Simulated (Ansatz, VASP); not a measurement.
# One calculation of Zn, two programs

```
Zn
1.0
     2.58970    0.00000    0.00000
    -1.29485    2.24274    0.00000
     0.00000    0.00000   23.37650
Zn
4
Direct
  0.83333 0.16667 0.34775
  0.16667 0.83333 0.45052
  0.83333 0.16667 0.54948
  0.16667 0.83333 0.65225
```

Alike in both runs: functional PBEsol; k mesh 16 × 16 × 1; occupations fermi-dirac, width 0.1 eV; no spin polarisation.

Ansatz relaxed the structure, and its values are those at the end. VASP's run is a single point on that final structure, the one shown.

```csv
,VASP,Ansatz
version,VASP 6.6.1,Ansatz 0.2.0
potentials or method,"VASP PAW PBE potentials, release 64 (Zn), cutoff 520 eV","all-electron LAPW, scalar-relativistic"
```

VASP gave:

```
rms of the force components (eV/Å) : 0.005
```

Q: Estimate Ansatz's values.

A: rms of the force components (eV/Å): 0.001.

VASP's potentials were made for PBE, not for PBEsol. Ansatz ran all-electron here, and VASP with PAW potentials.
